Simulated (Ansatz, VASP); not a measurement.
# TiO in VASP and in Ansatz

```
CELL_PARAMETERS angstrom
4.09874 0.00000 0.00000
0.00000 4.09874 0.00000
0.00000 0.00000 4.09874
ATOMIC_POSITIONS crystal
Ti 0.50000 0.50000 0.00000
Ti 0.00000 0.50000 0.50000
Ti 0.50000 0.00000 0.50000
O 0.00000 0.50000 0.00000
O 0.50000 0.00000 0.00000
O 0.00000 0.00000 0.50000
```

Alike in both runs: task single point; functional r2SCAN; k mesh 10 × 10 × 10; occupations gaussian, width 0.1 eV; collinear spin.

```csv
,VASP,Ansatz
version,VASP 6.6.1,Ansatz 0.2.0
potentials or method,"VASP PAW PBE potentials, release 64 (Ti_sv, O), cutoff 520 eV","scalar-relativistic, plane waves, PAW"
valence electrons in the cell,54,54
```

Ansatz gave:

* gap on the k mesh at the Fermi level (eV): none
* pressure (GPa): -6.1
* net moment per atom (μB): 0.23
* size of the moment on the site where the two differ most (μB): 0.27

Task: Which values does VASP return?

Result: gap on the k mesh at the Fermi level (eV): none; pressure (GPa): -5.5; net moment per atom (μB): 0.00; size of the moment on the site where the two differ most (μB): 0.00.

The net moments are unlike, so the other rows may belong to different states. VASP's potentials were made for PBE, not for r2SCAN. Site moments also hang on the region over which each program counts them. A gap of «none» marks a metal or a gap that the smearing closes. Ansatz's warnings: stability check not made.
